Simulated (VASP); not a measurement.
Al, 2 atoms in the cell. The structure is hexagonal, space group P6_3/mmc (No. 194). Conventional cell: a = 4.000 Å, b = 4.000 Å, c = 2.966 Å, α = 90.00°, β = 90.00°, γ = 120.00°. Within 3.6 Å of Al (site symmetry -6m2) lie 8 Al at 2.74 to 2.97 Å. 

| Quantity | Value |
| --- | --- |
| Program | VASP 6.6.1 |
| Task | relaxation of cell and atoms |
| Functional | PBE |
| Potentials or basis | VASP PAW PBE potentials, release 64 (Al) |
| Cutoff | 600 eV |
| k mesh | 18 × 18 × 18 |
| Occupations | gaussian, width 0.1 eV |
| Spin | no spin polarisation |
| Dipole correction | no |
| Further INCAR settings | ALGO = Fast; EDIFF = 1e-06; IBRION = 2; EDIFFG = -0.01; NSW = 100; ISIF = 3 |

Potentials or basis: VASP PAW PBE potentials, release 64 (Al).

Command:

```console
$ cat potpaw_PBE.64/Al/POTCAR > POTCAR
$ mpirun -np 1 vasp_std > vasp.out
```

Hardware: 1 thread of Intel Xeon 6975P-C, with other jobs on the host.

**Question.** How long does it take, and how much memory?

**Answer.** Run time: 5.6 min on 1 thread of Intel Xeon 6975P-C, with other jobs on the host, peak memory 0.26 GiB. Counts: scf iterations 63, k points 370, ion steps 10.
